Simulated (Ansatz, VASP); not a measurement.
## CaO: VASP beside Ansatz

```
Ca O
1.0
     0.00000    2.60673    2.60673
     2.60673    0.00000    2.60673
     2.60673    2.60673    0.00000
Ca O
1 1
Direct
  0.00000 0.00000 0.00000
  0.25000 0.25000 0.25000
```

Alike in both runs: task single point; functional r2SCAN; k mesh 6 × 6 × 6; no spin polarisation.

```csv
,VASP,Ansatz
version,VASP 6.6.1,Ansatz 0.2.0
potentials or method,"VASP PAW PBE potentials, release 64 (Ca_sv, O)",plane waves
plane-wave cutoff (eV),660,500
occupations,"methfessel-paxton of order 1, width 0.05 eV","cold, width 0.05 eV"
valence electrons in the cell,16,16
```

```tsv
	VASP	Ansatz	Ansatz less VASP
gap on the k mesh at the Fermi level (eV)	3.74	3.76	+0.024
pressure (GPa)	0.8	0.0	-0.78
```

VASP's potentials were made for PBE, not for r2SCAN.
